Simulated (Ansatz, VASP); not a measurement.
Al3H in VASP and in Ansatz

```
Al H
1.0
     2.76658    0.00000    0.00000
    -1.38329    2.39593    0.00000
     0.00000    0.00000    8.18111
Al H
3 1
Direct
  0.00000 0.00000 0.00000
  0.66667 0.33333 0.68766
  0.66667 0.33333 0.31234
  0.00000 0.00000 0.50000
```

Change from the starting cell: species swapped into the Mg3Zn type (P-6m2, No. 187).

Alike in both runs: functional PBE; k mesh 6 × 6 × 2; occupations gaussian, width 0.1 eV; no spin polarisation.

Ansatz relaxed the structure, and its values are those at the end. VASP's run is a single point on that final structure, the one shown.

|  | VASP | Ansatz |
| --- | --- | --- |
| version | VASP 6.6.1 | Ansatz 0.2.0 |
| potentials or method | VASP PAW PBE potentials, release 64 (Al, H), cutoff 520 eV | scalar-relativistic, plane waves, PAW |
| valence electrons in the cell | 10 | 10 |

```tsv
	VASP	Ansatz	Ansatz less VASP
gap on the k mesh at the Fermi level (eV)	none	none	-
pressure (GPa)	-0.1	-0.1	+0.06
rms of the force components (eV/Å)	0.005	0.005	+0.0002
```

A gap of «none» marks a metal or a gap that the smearing closes. The functional is the same, so the differences come from potentials, cutoffs and numerics.

The k mesh is coarse, so the values compare programs but aren't converged.
